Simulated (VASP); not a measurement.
Runs of VASP 6.6.1 on ScGaTeSe2. The structure is that of space group P4/mmm (No. 123), or close to it. The cells are those of the table. The cell was generated, and may not be a known phase.

```tsv
task	spin	cell	cutoff (eV)	gap on the mesh (eV)	pressure (GPa)
single point	off	a = 5.147, b = 5.147, c = 4.969 Å, 5 atoms	520	none	(a)
single point	collinear	a = 5.459, b = 5.459, c = 5.122 Å, 5 atoms	520	none	0.7
single point	off	a = 5.459, b = 5.459, c = 5.122 Å, 5 atoms	520	none	0.1
relaxation of cell and atoms	off	relaxed from a = 5.147, b = 5.147, c = 4.969 Å, 5 atoms	600	none	-0.1
```

Alike in all rows: level PBE; potentials or basis VASP PAW PBE potentials, release 64 (Sc_sv, Ga_d, Te, Se); k mesh 4 × 4 × 4; smearing gaussian 0.1 eV.

Question: Fill in the values left out.

Answer: (a) 8.2.

Caveats: spin-orbit coupling is left out, which moves the levels of the heavy elements; the stress differs along the axes, from 4 to 10 GPa (at least some runs).

A k mesh can miss the band edges, and the runs leave out spin-orbit coupling on Ga, Se, Te.

A gap of «none» marks levels without a gap at the run's occupations.
